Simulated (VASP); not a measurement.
Co:

```
CELL_PARAMETERS angstrom
0.00000 1.76910 1.76910
1.76910 0.00000 1.76910
1.76910 1.76910 0.00000
ATOMIC_POSITIONS crystal
Co 0.00000 0.00000 0.00000
```

This isn't the form of Co at room conditions, which is hcp.

| Property | Result |
| --- | --- |
| Program | VASP 6.6.1 |
| Task | relaxation of cell and atoms |
| Functional | PBEsol |
| Potentials or basis | VASP PAW PBE potentials, release 64 (Co) |
| Cutoff | 600 eV |
| k mesh | 15 × 15 × 15 |
| Occupations | fermi-dirac, width 0.05 eV |
| Spin | collinear spin, ferromagnetic start |
| Starting moments | [1.7] μB |

At the start: pressure -13.3 GPa; volume 11.07 Å³/atom.

Question: How do energy, volume and symmetry change on relaxing?

Answer: Over 4 steps the energy falls by 29.6 meV/atom and the volume is 10.40 Å³/atom (-6.1 %); space group Fm-3m (No. 225, to 0.1 Å) before and after; moment 1.63 μB per cell.

Step by step:
| step | energy change (eV) | largest force (eV/Å) | pressure (GPa) | volume (Å³) |
| --- | --- | --- | --- | --- |
| 1 | 0.0000 | 0.0000 | -13.25 | 11.07 |
| 2 | 0.0151 | 0.0000 | 20.26 | 9.67 |
| 3 | -0.0296 | 0.0000 | -0.42 | 10.42 |
| 4 | -0.0296 | 0.0000 | -0.04 | 10.40 |

Final structure:
```
Co
1.0
     0.00000    1.73256    1.73256
     1.73256    0.00000    1.73256
     1.73256    1.73256    0.00000
Co
1
Cartesian
  0.0000 0.0000 0.0000
```

Caveat: the PAW data sets were made with another functional, which shifts forces and pressure a little.
